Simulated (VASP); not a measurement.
The system is LiY3.

```
CELL_PARAMETERS angstrom
3.05359 1.76299 5.77893
-3.05359 1.76299 5.77893
0.00000 -3.52598 5.77893
ATOMIC_POSITIONS crystal
Li 0.83323 0.83323 0.83323
Li 0.16677 0.16677 0.16677
Y 0.76869 0.06912 0.41867
Y 0.93088 0.58133 0.23131
Y 0.58133 0.23131 0.93088
Y 0.23131 0.93088 0.58133
Y 0.41867 0.76869 0.06912
Y 0.06912 0.41867 0.76869
```

The cell was generated, and may not be a known phase.

| Item | Value |
| --- | --- |
| Program | VASP 6.6.1 |
| Task | relaxation of cell and atoms |
| Functional | PBE |
| Potentials or basis | VASP PAW PBE potentials, release 64 (Li_sv, Y_sv) |
| Cutoff | 600 eV |
| k mesh | 3 × 3 × 3 |
| Occupations | gaussian, width 0.1 eV |
| Spin | no spin polarisation |

At the start: pressure 16.6 GPa; volume 23.33 Å³/atom.

**Question.** Where does the relaxation end?

**Answer.** Over 25 steps the energy falls by 743.2 meV/atom and the volume is 32.01 Å³/atom (+37.2 %); space group R-3 (No. 148, to 0.1 Å) before and after.

Step by step:
| step | energy change (eV) | largest force (eV/Å) | pressure (GPa) | volume (Å³) |
| --- | --- | --- | --- | --- |
| 1 | 0.0000 | 3.1387 | 16.60 | 186.66 |
| 2 | -4.4439 | 0.9042 | -1.53 | 259.86 |
| 3 | -4.4436 | 0.9112 | -1.49 | 259.39 |
| 4 | -4.7617 | 0.8079 | -0.96 | 251.56 |
| 5 | -5.2223 | 0.2413 | 1.62 | 228.98 |
| 6 | -5.3420 | 0.2353 | 0.19 | 238.70 |
| 7 | -5.3430 | 0.2663 | 0.06 | 239.82 |
| 8 | -5.4058 | 0.2740 | -0.23 | 241.81 |
| 9 | -5.5594 | 0.3712 | -0.87 | 247.24 |
| 10 | -5.5385 | 0.6321 | -1.06 | 255.78 |
| 11 | -5.6245 | 0.4358 | -1.07 | 250.38 |
| 12 | -5.6659 | 0.4271 | -0.78 | 248.84 |
| 13 | -5.7304 | 0.4218 | 0.10 | 244.50 |
| 14 | -5.7334 | 0.4301 | 0.39 | 243.14 |
| 15 | -5.7785 | 0.3844 | 0.47 | 243.57 |
| 16 | -5.8689 | 0.2459 | 0.79 | 244.83 |
| 17 | -5.7765 | 0.5210 | 1.87 | 247.36 |
| 18 | -5.8845 | 0.2112 | 1.00 | 245.45 |
| 19 | -5.9249 | 0.1272 | 0.05 | 253.57 |
| 20 | -5.9272 | 0.1079 | -0.23 | 256.10 |
| 21 | -5.9360 | 0.1012 | -0.15 | 255.85 |
| 22 | -5.9424 | 0.0888 | 0.00 | 255.43 |
| 23 | -5.9426 | 0.0867 | 0.02 | 255.37 |
| 24 | -5.9441 | 0.0617 | 0.02 | 255.58 |
| 25 | -5.9455 | 0.0115 | 0.02 | 256.09 |

Final structure:
```yaml
crystal:
  lattice:
    - [3.07244, 1.77387, 7.83126]
    - [-3.07244, 1.77387, 7.83126]
    - [0.00000, -3.54774, 7.83126]
  atoms:
    - { symbol: Li, position: [0.83309, 0.83309, 0.83309] }
    - { symbol: Li, position: [0.16691, 0.16691, 0.16691] }
    - { symbol: Y, position: [0.72464, 0.05967, 0.39039] }
    - { symbol: Y, position: [0.94033, 0.60961, 0.27536] }
    - { symbol: Y, position: [0.60961, 0.27536, 0.94033] }
    - { symbol: Y, position: [0.27536, 0.94033, 0.60961] }
    - { symbol: Y, position: [0.39039, 0.72464, 0.05967] }
    - { symbol: Y, position: [0.05967, 0.39039, 0.72464] }
```

Caveat: the k points lie up to 0.40 Å⁻¹ apart in the final cell; the cutoff is under 1.25 times the usual one of these potentials, so pressure, stress and relaxed cells hold a basis-set (Pulay) error; the volume moved by over 15 % at a fixed basis, so the end points are rough.
